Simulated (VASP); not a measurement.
Input of a VASP 6.6.1 run:

Contents of POSCAR:

```
Sb2Pt
1.0
    6.4200000000      0.0000000000      0.0000000000
    0.0000000000      6.4200000000      0.0000000000
    0.0000000000      0.0000000000      6.4200000000
Sb Pt
8 4
Direct
    0.3743638112      0.3743638112      0.3743638112
    0.1256361888      0.6256361888      0.8743638112
    0.8743638112      0.1256361888      0.6256361888
    0.6256361888      0.8743638112      0.1256361888
    0.6256361888      0.6256361888      0.6256361888
    0.8743638112      0.3743638112      0.1256361888
    0.1256361888      0.8743638112      0.3743638112
    0.3743638112      0.1256361888      0.8743638112
    0.0000000000      0.0000000000      0.0000000000
    0.5000000000      0.0000000000      0.5000000000
    0.5000000000      0.5000000000      0.0000000000
    0.0000000000      0.5000000000      0.5000000000
```

INCAR.step1

```
  PREC = Accurate
  ENCUT = 470
  ISMEAR = -1
  SIGMA = 0.05
  LREAL = False
  LASPH = True
  NELM = 120
  NBANDS = 108
  GGA = PE
  ALGO = Normal
  EDIFF = 1E-5
  LWAVE = True
  LCHARG = False
  GGA_COMPAT = False
```

Contents of INCAR.step2:

```
  PREC = Accurate
  ENCUT = 470
  EDIFF = 1E-7
  ISMEAR = -1
  SIGMA = 0.05
  LREAL = False
  LASPH = True
  NELM = 120
  ALGO = Normal
  ISIF = 2
  LWAVE = False
  LCHARG = False
  METAGGA = R2SCAN
  LMIXTAU = True
  LEFG = True
  NBANDS = 108
  ISTART = 1
  GGA_COMPAT = False
```

File KPOINTS:

```
Automatic mesh
0
Gamma
  5 5 5
```

Potentials or basis: VASP PAW PBE potentials, release 64 (Sb_d_GW, Pt_sv_GW).

Command:

```sh
$ cat potpaw_PBE.64/Sb_d_GW/POTCAR potpaw_PBE.64/Pt_sv_GW/POTCAR > POTCAR
$ cp INCAR.step1 INCAR
$ mpirun -np 1 vasp_std > vasp.out
$ cp INCAR.step2 INCAR
$ mpirun -np 1 vasp_std > vasp.out
```

Q: What does it give for the largest force?

A: 0.135 eV/Å.

Q: Predict the band gap on the k mesh.

A: 0.03 eV (least direct gap 0.19 eV).

Forces on the atoms (eV/Å):
```
Sb   0.078  0.078  0.078
Sb  -0.078 -0.078  0.078
Sb   0.078 -0.078 -0.078
Sb  -0.078  0.078 -0.078
Sb  -0.078 -0.078 -0.078
Sb   0.078  0.078 -0.078
Sb  -0.078  0.078  0.078
Sb   0.078 -0.078  0.078
Pt   0.000  0.000  0.000
Pt   0.000  0.000  0.000
Pt   0.000  0.000  0.000
Pt   0.000  0.000  0.000
```

Caveat: the smearing spreads over this small gap; without QUAD_EFG the Cq values of the log hold for a quadrupole moment of 1 mb, not for the nuclei; the PAW data sets were made with another functional, which shifts forces and pressure a little; spin-orbit coupling is left out, which moves the levels of the heavy elements; an odd mesh through Γ misses points on the zone boundary, where band edges can lie.
